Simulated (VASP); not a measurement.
# YSe in VASP: further runs

The runs below take YSe through single point, with LDA.

All numbers are computed with VASP 6.6.1; they aren't measurements. Logs are shortened: lines on timing, memory, paths and dates and some standing lists are left out, and cuts for length are marked.

## 1. The cell of the first run

It takes space group Fm-3m (No. 225, cubic). Conventional cell: a = 5.788 Å, b = 5.788 Å, c = 5.788 Å, α = 90.00°, β = 90.00°, γ = 90.00°. Y (site symmetry m-3m) has 6 Se at 2.89 Å within 3.8 Å. Se (site symmetry m-3m) has 6 Y at 2.89 Å within 3.8 Å.

## 2. Single point, LDA (volume scaled by 1.02)

The input, INCAR:

```
PREC = Accurate
ENCUT = 520
EDIFF = 1E-6
ISMEAR = -1
SIGMA = 0.03
LREAL = F
LASPH = T
NELM = 100
ALGO = Normal
ISIF = 2
LWAVE = F
LCHARG = F
GGA = CA
NBANDS = 16
```

The input, KPOINTS:

```
Automatic mesh
0
Gamma
  7 7 7
```

The input, POSCAR:

```
YSe
1.0
    0.0000000000      2.8940402900      2.8940402900
    2.8940402900      0.0000000000      2.8940402900
    2.8940402900      2.8940402900      0.0000000000
Y Se
1 1
Direct
    0.0000000000      0.0000000000      0.0000000000
    0.5000000000      0.5000000000      0.5000000000
```

Potentials or basis: VASP PAW LDA potentials, release 64 (Y_sv, Se).

The run is started by

```sh
$ cat potpaw_LDA.64/Y_sv/POTCAR potpaw_LDA.64/Se/POTCAR > POTCAR
$ mpirun -np 1 vasp_std > vasp.out
```

OUTCAR:

```text
PREC = Accurate
   ENCUT = 520
   EDIFF = 1E-6
   ISMEAR = -1
   LREAL = F
   LASPH = T
   NELM = 100
   ISIF = 2
   GGA = CA

 ion  position               nearest neighbor table
   1  0.000  0.000  0.000-   2 2.89   2 2.89   2 2.89   2 2.89   2 2.89   2 2.89
   2  0.500  0.500  0.500-   1 2.89   1 2.89   1 2.89   1 2.89   1 2.89   1 2.89

  LATTYP: Found a face centered cubic cell.
 ALAT       =     5.7880805800

  Lattice vectors:

 A1 = (   0.0000000000,   2.8940402900,   2.8940402900)
 A2 = (   2.8940402900,   0.0000000000,   2.8940402900)
 A3 = (   2.8940402900,   2.8940402900,   0.0000000000)

Analysis of symmetry for initial positions (statically):
=====================================================================
 Subroutine PRICEL returns:
 Original cell was already a primitive cell.

 Routine SETGRP: Setting up the symmetry group for a
 face centered cubic supercell.

 Subroutine GETGRP returns: Found 48 space group operations
 (whereof 48 operations were pure point group operations)
 out of a pool of 48 trial point group operations.

The static configuration has the point symmetry O_h .

Analysis of symmetry for dynamics (positions and initial velocities):
=====================================================================
 Subroutine PRICEL returns:
 Original cell was already a primitive cell.

 Routine SETGRP: Setting up the symmetry group for a
 face centered cubic supercell.

 Subroutine GETGRP returns: Found 48 space group operations
 (whereof 48 operations were pure point group operations)
 out of a pool of 48 trial point group operations.

The dynamic configuration has the point symmetry O_h .

 Subroutine INISYM returns: Found 48 space group operations
 (whereof 48 operations are pure point group operations),
 and found     1 'primitive' translations

----------------------------------------------------------------------------------------

                                     Primitive cell

  volume of cell :      48.4779

  direct lattice vectors                    reciprocal lattice vectors
     0.000000000  2.894040290  2.894040290    -0.172768846  0.172768846  0.172768846
     2.894040290  0.000000000  2.894040290     0.172768846 -0.172768846  0.172768846
     2.894040290  2.894040290  0.000000000     0.172768846  0.172768846 -0.172768846

  length of vectors
     4.092791028  4.092791028  4.092791028     0.299244419  0.299244419  0.299244419

  position of ions in fractional coordinates (direct lattice)
     0.000000000  0.000000000  0.000000000
     0.500000000  0.500000000  0.500000000

  ion indices of the primitive-cell ions
   primitive index   ion index
                 1           1
                 2           2

----------------------------------------------------------------------------------------

 KPOINTS: Automatic mesh

Automatic generation of k-mesh.
 Grid dimensions read from file:
 generate k-points for:    7    7    7

 Generating k-lattice:

  Cartesian coordinates                     Fractional coordinates (reciprocal lattice)
    -0.024681264  0.024681264  0.024681264     0.142857143  0.000000000  0.000000000
     0.024681264 -0.024681264  0.024681264     0.000000000  0.142857143  0.000000000
     0.024681264  0.024681264 -0.024681264     0.000000000  0.000000000  0.142857143

  Length of vectors
     0.042749203  0.042749203  0.042749203

  Shift w.r.t. Gamma in fractional coordinates (k-lattice)
     0.000000000  0.000000000  0.000000000

 Subroutine IBZKPT returns following result:
 ===========================================

 Found     20 irreducible k-points:

 Following reciprocal coordinates:
            Coordinates               Weight
  0.000000  0.000000  0.000000      1.000000
  0.142857  0.000000  0.000000      8.000000
  0.285714  0.000000  0.000000      8.000000
  0.428571  0.000000  0.000000      8.000000
  0.142857  0.142857  0.000000      6.000000
  0.285714  0.142857  0.000000     24.000000
[... 12 lines left out ...]
 -0.428571  0.428571  0.142857     24.000000
 -0.285714  0.428571  0.142857     24.000000
   k-points           NKPTS =     20   k-points in BZ     NKDIM =     20   number of bands    NBANDS=     16
   number of dos      NEDOS =    301   number of ions     NIONS =      2
   total plane-waves  NPLWV =  27000
   dimension x,y,z NGX =    30 NGY =   30 NGZ =   30
   dimension x,y,z NGXF=    60 NGYF=   60 NGZF=   60
   ions per type =               1   1
   NGX,Y,Z   is equivalent  to a cutoff of  12.19, 12.19, 12.19 a.u.
   NGXF,Y,Z  is equivalent  to a cutoff of  24.37, 24.37, 24.37 a.u.
 SYSTEM =  unknown system
   PREC   = accura    normal or accurate (medium, high low for compatibility)
   ISTART =      0    job   : 0-new  1-cont  2-samecut
   ICHARG =      2    charge: 1-file 2-atom 10-const
   ISPIN  =      1    spin polarized calculation?
   LNONCOLLINEAR =      F non collinear calculations
   LSORBIT =      F    spin-orbit coupling
   LASPH  =      T    aspherical Exc in radial PAW
   ENCUT  =  520.0 eV  38.22 Ry    6.18 a.u.   7.61  7.61  7.61*2*pi/ulx,y,z
   NELM   =    100;   NELMIN=  2; NELMDL= -5     # of ELM steps
   EDIFF  = 0.1E-05   stopping-criterion for ELM
   LREAL  =      F    real-space projection
   EDIFFG = 0.1E-04   stopping-criterion for IOM
   NSW    =      0    number of steps for IOM
   IBRION =     -1    ionic relax: 0-MD 1-quasi-New 2-CG
   NFREE  =      0    steps in history (QN), initial steepest desc. (CG)
   ISIF   =      2    stress and relaxation
   ISYM   =      2    0-nonsym 1-usesym 2-fastsym
   POTIM  = 0.5000    time-step for ionic-motion
   TEBEG  =    0.0;   TEEND  =   0.0 temperature during run
   PSTRESS=    0.0 pullay stress
   NELECT =      17.0000    total number of electrons
   NUPDOWN=      -1.0000    fix difference up-down
   EMIN   =  10.00;   EMAX   =-10.00  energy-range for DOS
   EFERMI =   0.00;   METHOD = LEGACY
   ISMEAR =    -1;   SIGMA  =   0.03  broadening in eV -4-tet -1-fermi 0-gaus
   EFERMI_NEDOS =   21; number of points for ismear=-14 and -15
   IALGO  =     38    algorithm
   IMIX   =      4    mixing-type and parameters
     AMIX     =   0.40;   BMIX     =  1.00
     AMIX_MAG =   1.60;   BMIX_MAG =  1.00
  volume/ion in A,a.u.               =      24.24       163.57
  Fermi-wavevector in a.u.,A,eV,Ry     =   1.154454  2.181601 18.133350  1.332764
  Thomas-Fermi vector in A             =   2.291090
   LORBIT       =      0    0 simple, 1 ext, 2 COOP (PROOUT), +10 PAW based schemes
   GGA     = CA    functional components
   LHFCALC =     F    Hartree Fock is set to
   AEXX    =    0.0000 exact exchange contribution
   IVDW    =     0    specifies the selected vdW correction
   LEPSILON=     F    determine dielectric tensor
   LRPA    =     F    only Hartree local field effects (RPA)
 non-spin polarized calculation
  energy-cutoff  :      520.00
  volume of cell :       48.48
 maximum number of plane-waves:      1326
   NGX = 15   NGY = 15   NGZ = 15

 number of electron      16.9999998 magnetization

 Free energy of the ion-electron system (eV)
  ---------------------------------------------------
  ext. energy  EPLUGINS =         0.00000000
  ---------------------------------------------------
  free energy    TOTEN  =       -14.86445894 eV

  energy without entropy =      -14.86033513  energy(sigma->0) =      -14.86239704

 E-fermi :   5.8273     XC(G=0): -10.3282

 val. band max:        5.6581996567   @ k =   0.1429   0.0000   0.0000
 cond. band min:       5.8498572907   @ k =   0.1429   0.0000   0.0000
 fundamental gap:      0.1916576339
 Fermi energy:         5.8273251214

 k-point     1 :       0.0000    0.0000    0.0000
  band No.  band energies     occupation
      1     -37.7583      2.00000
      2     -17.8421      2.00000
      3     -17.8421      2.00000
      4     -17.8421      2.00000
      5      -9.3216      2.00000
      6       2.7428      2.00000
[... 8 lines left out ...]
     15      11.9252      0.00000
     16      17.5315      0.00000

 k-point     2 :       0.1429    0.0000    0.0000
  band No.  band energies     occupation
      1     -37.7556      2.00000
      2     -17.8927      2.00000
      3     -17.8452      2.00000
      4     -17.8452      2.00000
      5      -9.1514      2.00000
      6       1.6324      2.00000
[... 8 lines left out ...]
     15      12.6362      0.00000
     16      15.5722      0.00000

 k-point     3 :       0.2857    0.0000    0.0000
  band No.  band energies     occupation
      1     -37.7495      2.00000
      2     -18.0026      2.00000
      3     -17.8524      2.00000
      4     -17.8524      2.00000
      5      -8.7460      2.00000
      6       0.0859      2.00000
[... 8 lines left out ...]
     15      12.7150      0.00000
     16      13.8899      0.00000

 k-point     4 :       0.4286    0.0000    0.0000
  band No.  band energies     occupation
      1     -37.7447      2.00000
      2     -18.0873      2.00000
      3     -17.8580      2.00000
      4     -17.8580      2.00000
      5      -8.3888      2.00000
      6      -0.8697      2.00000
[... 8 lines left out ...]
     15      11.9078      0.00000
     16      11.9078      0.00000
[... 248 lines left out ...]
 k-point    18 :      -0.4286    0.2857    0.1429
  band No.  band energies     occupation
      1     -37.7416      2.00000
      2     -18.0339      2.00000
      3     -17.9259      2.00000
      4     -17.8829      2.00000
      5      -8.4966      2.00000
      6      -0.2472      2.00000
[... 8 lines left out ...]
     15      12.0446      0.00000
     16      12.9719      0.00000

 k-point    19 :      -0.4286    0.4286    0.1429
  band No.  band energies     occupation
      1     -37.7400      2.00000
      2     -18.0097      2.00000
      3     -17.9324      2.00000
      4     -17.9148      2.00000
      5      -8.6249      2.00000
      6       0.2780      2.00000
[... 8 lines left out ...]
     15      12.5720      0.00000
     16      13.9907      0.00000

 k-point    20 :      -0.2857    0.4286    0.1429
  band No.  band energies     occupation
      1     -37.7396      2.00000
      2     -17.9818      2.00000
      3     -17.9784      2.00000
      4     -17.9088      2.00000
      5      -8.5479      2.00000
      6       0.3523      2.00000
[... 8 lines left out ...]
     15      12.8082      0.00000
     16      12.9027      0.00000

------------------------ aborting loop because EDIFF is reached ----------------------------------------

  FORCE on cell =-STRESS in cart. coord.  units (eV):
  Direction    XX          YY          ZZ          XY          YZ          ZX
  --------------------------------------------------------------------------------------
  -------------------------------------------------------------------------------------
  Total       -1.7690337     -1.7690337     -1.7690337      0.0000000      0.0000000      0.0000000
  in kB      -58.4659455    -58.4659455    -58.4659455      0.0000000      0.0000000      0.0000000
  external PRESSURE =     -58.4659455 kB  Pullay stress =       0.0000000 kB

 VOLUME and BASIS-vectors are now :
 -----------------------------------------------------------------------------
  energy-cutoff  :      520.00
  volume of cell :       48.48
      direct lattice vectors                 reciprocal lattice vectors
     0.000000000  2.894040290  2.894040290    -0.172768846  0.172768846  0.172768846
     2.894040290  0.000000000  2.894040290     0.172768846 -0.172768846  0.172768846
     2.894040290  2.894040290  0.000000000     0.172768846  0.172768846 -0.172768846

 POSITION                                       TOTAL-FORCE (eV/Angst)
 -----------------------------------------------------------------------------------
      0.00000      0.00000      0.00000         0.000000      0.000000      0.000000
      2.89404      2.89404      2.89404         0.000000     -0.000000     -0.000000
 -----------------------------------------------------------------------------------
    total drift:                               -0.000000      0.000000      0.000000

  FREE ENERGIE OF THE ION-ELECTRON SYSTEM (eV)
  ---------------------------------------------------
  free  energy   TOTEN  =       -14.8644589443 eV

  energy  without entropy=      -14.8603351330  energy(sigma->0) =      -14.86239704
```

Run time: 11 s. Hardware: 1 thread of Intel Xeon 6975P-C (Granite Rapids), shared host; peak memory 0.16 GiB.

What came out:

```yaml
Free_energy: -14.8645 eV
Pressure: -5.8 GPa
```

(Continued in part 2 of 2.)
